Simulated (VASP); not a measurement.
# SrTiO3 (P4/mmm) in VASP: dielectric tensor with r2SCAN

Aim: the dielectric tensor of SrTiO3 with r2SCAN.

Program: VASP 6.6.1. These are calculated values, not measurements. Logs are shortened: lines on timing, memory, paths and dates and some standing lists are left out, and cuts for length are marked.

### Step 1. The cell of the first run

It takes space group P4/mmm (No. 123, tetragonal). The conventional cell has a = 3.907 Å, b = 3.907 Å, c = 3.985 Å, α = 90.00°, β = 90.00°, γ = 90.00°. Sr (site symmetry 4/mmm) has 12 O at 2.76 to 2.79 Å and 8 Ti at 3.41 Å within 3.6 Å. Ti (site symmetry 4/mmm) has 6 O at 1.95 to 1.99 Å within 2.6 Å. O (site symmetry 4/mmm) has 2 Ti at 1.99 Å within 2.6 Å. Within 2.6 Å of O (site symmetry mmm) lie 2 Ti at 1.95 Å.

### Step 2. Dielectric tensor, r2SCAN (uniaxial z strain +2.0%)

Input file INCAR:

```
ALGO = Normal ; EDIFF = 1E-8
ENCUT = 520 ; ISIF = 2
ISMEAR = 0 ; LASPH = T
LCALCEPS = T ; LCHARG = F
LMIXTAU = T ; LREAL = F
LWAVE = F ; METAGGA = R2SCAN
NELM = 100 ; PREC = Accurate
SIGMA = 0.01
```

Input file KPOINTS:

```
k-points
0
Gamma
  6 6 6
```

Input file POSCAR:

```
SrTiO3
1.0
    3.9068515016      0.0000000000      0.0000000000
    0.0000000000      3.9068515016      0.0000000000
    0.0000000000      0.0000000000      3.9849885316
Sr Ti O
1 1 3
Direct
    0.0000000000      0.0000000000      0.0000000000
    0.5000000000      0.5000000000      0.5000000000
    0.5000000000      0.5000000000      0.0000000000
    0.5000000000      0.0000000000      0.5000000000
    0.0000000000      0.5000000000      0.5000000000
```

Potentials or basis: VASP PAW PBE potentials, release 64 (Sr_sv, Ti_sv, O).

The run is started by

```sh
$ cat potpaw_PBE.64/Sr_sv/POTCAR potpaw_PBE.64/Ti_sv/POTCAR potpaw_PBE.64/O/POTCAR > POTCAR
$ mpirun -np 1 vasp_std > vasp.out
```

OUTCAR:

```text
EDIFF = 1E-8
   ENCUT = 520
   ISIF = 2
   ISMEAR = 0
   LASPH = T
   LREAL = F
   METAGGA = R2SCAN
   NELM = 100
   PREC = Accurate

 ion  position               nearest neighbor table
   1  0.000  0.000  0.000-   3 2.76   3 2.76   3 2.76   3 2.76   5 2.79   4 2.79   5 2.79   5 2.79
                             5 2.79   4 2.79   4 2.79   4 2.79   2 3.41   2 3.41   2 3.41   2 3.41
   2  0.500  0.500  0.500-   4 1.95   5 1.95   4 1.95   5 1.95   3 1.99   3 1.99   1 3.41   1 3.41
                             1 3.41   1 3.41   1 3.41   1 3.41   1 3.41   1 3.41
   3  0.500  0.500  0.000-   2 1.99   2 1.99   1 2.76   1 2.76   1 2.76   1 2.76
   4  0.500  0.000  0.500-   2 1.95   2 1.95   1 2.79   1 2.79   1 2.79   1 2.79
   5  0.000  0.500  0.500-   2 1.95   2 1.95   1 2.79   1 2.79   1 2.79   1 2.79

  LATTYP: Found a simple tetragonal cell.
 ALAT       =     3.9068515016
 C/A-ratio  =     1.0200000000

  Lattice vectors:

 A1 = (   3.9068515016,   0.0000000000,   0.0000000000)
 A2 = (   0.0000000000,   3.9068515016,   0.0000000000)
 A3 = (   0.0000000000,   0.0000000000,   3.9849885316)

Analysis of symmetry for initial positions (statically):
=====================================================================
 Subroutine PRICEL returns:
 Original cell was already a primitive cell.

 Routine SETGRP: Setting up the symmetry group for a
 simple tetragonal supercell.

 Subroutine GETGRP returns: Found 16 space group operations
 (whereof 16 operations were pure point group operations)
 out of a pool of 16 trial point group operations.

The static configuration has the point symmetry D_4h.

Analysis of symmetry for dynamics (positions and initial velocities):
=====================================================================
 Subroutine PRICEL returns:
 Original cell was already a primitive cell.

 Routine SETGRP: Setting up the symmetry group for a
 simple tetragonal supercell.

 Subroutine GETGRP returns: Found 16 space group operations
 (whereof 16 operations were pure point group operations)
 out of a pool of 16 trial point group operations.

The dynamic configuration has the point symmetry D_4h.

 Subroutine INISYM returns: Found 16 space group operations
 (whereof 16 operations are pure point group operations),
 and found     1 'primitive' translations

----------------------------------------------------------------------------------------

[... 154 lines left out ...]

 k-point     1 :       0.0000    0.0000    0.0000
  band No.  band energies     occupation
      1     -55.0925      2.00000
      2     -30.2804      2.00000
      3     -30.2804      2.00000
      4     -30.2656      2.00000
      5     -30.2597      2.00000
      6     -14.6725      2.00000
[... 637 lines left out ...]
     23   10000.0000      0.00000
     24   10000.0000      0.00000

 [... further k-points ...]

------------------------ aborting loop because EDIFF is reached ----------------------------------------

            Ionic dipole moment: p[ion]=(   -46.88222   -46.88222   -47.81986 ) |e| Angst

 Total electronic dipole moment: p[elc]=(     0.00000    -0.00000     0.01532 ) |e| Angst

 MACROSCOPIC STATIC DIELECTRIC TENSOR (including local field effects)
 ------------------------------------------------------
           5.642374     0.000000     0.000000
           0.000000     5.642374    -0.000000
           0.000000    -0.000000     5.558385
 ------------------------------------------------------

 PIEZOELECTRIC TENSOR (including local field effects) (e Angst)
          XX          YY          ZZ          XY          YZ          ZX
  --------------------------------------------------------------------------------
  x     0.00000     0.00000     0.00000     0.00000     0.00000     0.00000
  y     0.00000     0.00000     0.00000     0.00000     0.00000     0.00000
  z     0.00000     0.00000     0.00000     0.00000     0.00000     0.00000

 PIEZOELECTRIC TENSOR (including local field effects) (C/m^2)
          XX          YY          ZZ          XY          YZ          ZX
  --------------------------------------------------------------------------------
  x     0.00000     0.00000     0.00000     0.00000     0.00000     0.00000
  y     0.00000     0.00000     0.00000     0.00000     0.00000     0.00000
  z     0.00000     0.00000     0.00000     0.00000     0.00000     0.00000

 BORN EFFECTIVE CHARGES (including local field effects) (in |e|, cummulative output)
 ---------------------------------------------------------------------------------
 ion    1
    1     2.49888     0.00000     0.00000
    2     0.00000     2.49888     0.00000
    3     0.00000     0.00000     2.49687
 ion    2
    1     7.20620     0.00000     0.00000
    2     0.00000     7.20620     0.00000
    3     0.00000     0.00000     6.87122
 ion    3
    1    -1.99751     0.00000     0.00000
    2     0.00000    -1.99751     0.00000
    3     0.00000     0.00000    -5.45974
 ion    4
    1    -1.95464     0.00000     0.00000
    2     0.00000    -5.75293     0.00000
    3     0.00000     0.00000    -1.95417
 ion    5
    1    -5.75293     0.00000     0.00000
    2     0.00000    -1.95464     0.00000
    3     0.00000     0.00000    -1.95417

  FORCE on cell =-STRESS in cart. coord.  units (eV):
  Direction    XX          YY          ZZ          XY          YZ          ZX
  --------------------------------------------------------------------------------------
  -------------------------------------------------------------------------------------
  Total       -0.4346228     -0.4346228     -2.1022617      0.0000000     -0.0000000      0.0000000
  in kB      -11.4483324    -11.4483324    -55.3753492      0.0000000     -0.0000000      0.0000000
  external PRESSURE =     -26.0906713 kB  Pullay stress =       0.0000000 kB

 VOLUME and BASIS-vectors are now :
 -----------------------------------------------------------------------------
  energy-cutoff  :      520.00
  volume of cell :       60.82
      direct lattice vectors                 reciprocal lattice vectors
     3.906851502  0.000000000  0.000000000     0.255960586  0.000000000  0.000000000
     0.000000000  3.906851502  0.000000000     0.000000000  0.255960586  0.000000000
     0.000000000  0.000000000  3.984988532     0.000000000  0.000000000  0.250941751

 POSITION                                       TOTAL-FORCE (eV/Angst)
 -----------------------------------------------------------------------------------
      0.00000      0.00000      0.00000         0.000000      0.000000      0.000000
      1.95343      1.95343      1.99249         0.000000      0.000000      0.000000
      1.95343      1.95343      0.00000         0.000000      0.000000      0.000000
      1.95343      0.00000      1.99249         0.000000      0.000000      0.000000
      0.00000      1.95343      1.99249         0.000000      0.000000      0.000000
 -----------------------------------------------------------------------------------
    total drift:                                0.000000      0.000000     -0.000000

  FREE ENERGIE OF THE ION-ELECTRON SYSTEM (eV)
  ---------------------------------------------------
  free  energy   TOTEN  =       -63.3127419028 eV

  energy  without entropy=      -63.3127419028  energy(sigma->0) =      -63.31274190
```

stdout:

```text
POSCAR found type information on POSCAR SrTiO
 POSCAR found :  3 types and       5 ions
 scaLAPACK will be used
 -----------------------------------------------------------------------------
|                                                                             |
[... 110 lines left out ...]
 p_tot=( -0.469E+02 -0.469E+02 -0.478E+02 )
dp_tot=( -0.122E-06  0.134E-01 -0.419E-10 )  diag[e(oo)]=(    ---    4.98146    ---   )
 p_tot=( -0.469E+02 -0.469E+02 -0.478E+02 )
dp_tot=( -0.124E-06  0.139E-01 -0.458E-10 )  diag[e(oo)]=(    ---    5.14673    ---   )
 p_tot=( -0.469E+02 -0.469E+02 -0.478E+02 )
dp_tot=( -0.132E-06  0.144E-01 -0.491E-10 )  diag[e(oo)]=(    ---    5.29501    ---   )
 p_tot=( -0.469E+02 -0.469E+02 -0.478E+02 )
dp_tot=( -0.140E-06  0.148E-01 -0.519E-10 )  dia
```

Wall time 2.1 h (1 thread of Oxide Virtual Turin-like, shared host); peak memory 0.47 GiB.

Results:

* Band gap on the k mesh: 2.19 eV (least direct gap 2.61 eV)
* Electronic dielectric tensor (diagonal): 5.64, 5.64, 5.56
* Born charges (mean of the diagonal): Sr +2.50; Ti +7.09; O -3.15, -3.22 (each value once) e

Levels at points of the mesh, in eV from the valence-band top:
```tsv
k point	band 18	band 19	band 20	band 21	band 22	band 23
(0.00, 0.00, 0.00)	-0.43	-0.42	-0.42	2.19	2.19	2.22
(0.50, 0.00, 0.00)	-1.97	-0.82	-0.80	2.35	4.09	4.10
(0.50, 0.50, 0.00)	-1.54	-1.54	-0.08	4.10	4.10	4.59
(0.00, 0.00, 0.50)	-1.96	-0.78	-0.78	2.36	3.91	3.91
(0.50, 0.00, 0.50)	-1.65	-1.65	-0.14	3.92	4.10	4.48
(0.50, 0.50, 0.50)	-0.05	-0.05	0.00	4.68	4.68	4.79
```

Electronic dielectric tensor:
```
5.64 0.00 0.00
0.00 5.64 0.00
0.00 0.00 5.56
```

Born effective charge tensors (e):
atom 1, Sr
```
2.50 0.00 0.00
0.00 2.50 0.00
0.00 0.00 2.50
```
atom 2, Ti
```
7.21 0.00 0.00
0.00 7.21 0.00
0.00 0.00 6.87
```
atom 3, O
```
-2.00  0.00  0.00
 0.00 -2.00  0.00
 0.00  0.00 -5.46
```
atom 4, O
```
-1.95  0.00  0.00
 0.00 -5.75  0.00
 0.00  0.00 -1.95
```
atom 5, O
```
-5.75  0.00  0.00
 0.00 -1.95  0.00
 0.00  0.00 -1.95
```

Dipole moments of the cell (e·Å, modulo the quantum): ionic -46.882, -46.882, -47.820; electronic 0.000, 0.000, 0.015

Caveat: the cell differs from its parent crystal (uniaxial z strain +2.0%); the PAW data sets were made with another functional, which shifts forces and pressure a little. A k mesh can miss the band edges.
